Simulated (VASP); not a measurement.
A run of VASP 6.6.1 is set up as follows.

INCAR

```
SYSTEM = Ti3RuO8
PREC     = Accurate       ! precision mode
ENCUT    = 600            ! plane-wave cutoff, eV
EDIFF    = 1E-6           ! SCF threshold, eV
ISMEAR   = 0              ! smearing method
SIGMA    = 0.05           ! smearing width, eV
LREAL    = .FALSE.        ! projectors in reciprocal space
LASPH    = .TRUE.         ! aspherical terms in the spheres
NELM     = 200            ! most SCF steps
ALGO     = Normal         ! electronic algorithm
ISIF     = 2              ! what is computed and relaxed
LWAVE    = .FALSE.        ! write WAVECAR
LCHARG   = .FALSE.        ! write CHGCAR
ISPIN    = 2              ! spin polarisation
MAGMOM   = 2.08 0.16 0.23 0.23 0.14 0.06 0.14 0.14 0.14 0.06 0.14 0.14 ! initial moments
LORBIT   = 11             ! projections on sites
NUPDOWN  = 4.4            ! fixed moment
LMAXMIX  = 4              ! l up to which the mixer works
LDAU     = .TRUE.         ! DFT+U
LDAUTYPE = 2            
LDAUL    = 2 -1 -1        ! shell
LDAUU    = 2 0 0          ! U, eV
LDAUJ    = 0 0 0        
LDAUPRINT= 1            
GGA      = PS             ! functional
NBANDS   = 65             ! bands
GGA_COMPAT= .FALSE.
```

The input KPOINTS:

```
Automatic mesh
0
G
  4 4 3
  0 0 0
```

POSCAR

```
Ti3RuO8
1.0
    4.5922000000      0.0000000000      0.0000000000
    0.0000000000      4.5922000000      0.0000000000
    0.0000000000      0.0000000000      5.9148000000
Ru Ti O
1 3 8
Direct
    1.0000000000      1.0000000000      0.0000000000
    1.0000000000      1.0000000000      0.5000000000
    0.5000000000      0.5000000000      0.2533672747
    0.5000000000      0.5000000000      0.7466327253
    0.3016597083      0.3016597083      0.0000000000
    0.3055705771      0.3055705771      0.5000000000
    0.1995190928      0.8004809072      0.2563802980
    0.1995190928      0.8004809072      0.7436197020
    0.6983402917      0.6983402917      0.0000000000
    0.6944294229      0.6944294229      0.5000000000
    0.8004809072      0.1995190928      0.2563802980
    0.8004809072      0.1995190928      0.7436197020
```

Potentials or basis: VASP PAW PBE potentials, release 64 (Ru_pv, Ti_sv, O).

Command:

```console
$ cat potpaw_PBE.64/Ru_pv/POTCAR potpaw_PBE.64/Ti_sv/POTCAR potpaw_PBE.64/O/POTCAR > POTCAR
$ mpirun -np 1 vasp_std > vasp.out
```

(1) Predict the largest force.

(2) What does it give for the pressure?

Answers

(1) 0.712 eV/Å.

(2) 4.7 GPa.

Caveat: the PAW data sets were made with another functional, which shifts forces and pressure a little; the total moment is fixed, so each spin has its own Fermi level.
